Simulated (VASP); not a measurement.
**Sb2Te4O: single point with PBE**

Sb2Te4O:

```
Sb Te O
1.0
     4.16966    0.00000    0.00000
    -2.08483    3.61103    0.00000
     0.00000    0.00000   14.01814
Sb Te O
2 4 1
Direct
  0.66667 0.33333 0.64900
  0.66667 0.33333 0.35100
  0.00000 0.00000 0.00000
  0.00000 0.00000 0.21851
  0.00000 0.00000 0.78149
  0.00000 0.00000 0.50000
  0.66667 0.33333 0.00000
```

The cell was built from a structure type or drawn by symmetry, and may not be a known phase.

```
Program             : VASP 6.6.1
Task                : single point
Functional          : PBE
Potentials or basis : VASP PAW PBE potentials, release 64 (Sb, Te, O)
Cutoff              : 600 eV
k mesh              : 3 × 3 × 1
Occupations         : gaussian, width 0.15 eV
Spin                : no spin polarisation
```

```yaml
Pressure: -0.1 GPa
Largest_force: 0.052 eV/Å
Band_gap_on_the_k_mesh: zero (bands 20 and 21 overlap by 0.60 eV)
```

Forces on the atoms (eV/Å):
```
Sb   0.000  0.000  0.036
Sb   0.000  0.000 -0.036
Te   0.000  0.000  0.000
Te   0.000  0.000  0.052
Te   0.000  0.000 -0.052
Te   0.000  0.000  0.000
O    0.000  0.000  0.000
```

Stress tensor (GPa, compression positive):
```
-0.18  0.00  0.00
 0.00 -0.18  0.00
 0.00  0.00  0.01
```

Levels at points of the mesh, in eV from the Fermi level:
```tsv
k point	band 18	band 19	band 20	band 21	band 22	band 23
(0.00, 0.00, 0.00)	-0.60	-0.60	0.58	0.58	1.06	1.10
```

It took 2.1 min on 1 thread of Intel Xeon 8259CL, with other jobs on the host, peak memory 0.38 GiB.

Caveat: the k points lie up to 0.58 Å⁻¹ apart, too coarse for converged energies and pressures of a metal; spin-orbit coupling is left out, which moves the levels of the heavy elements.
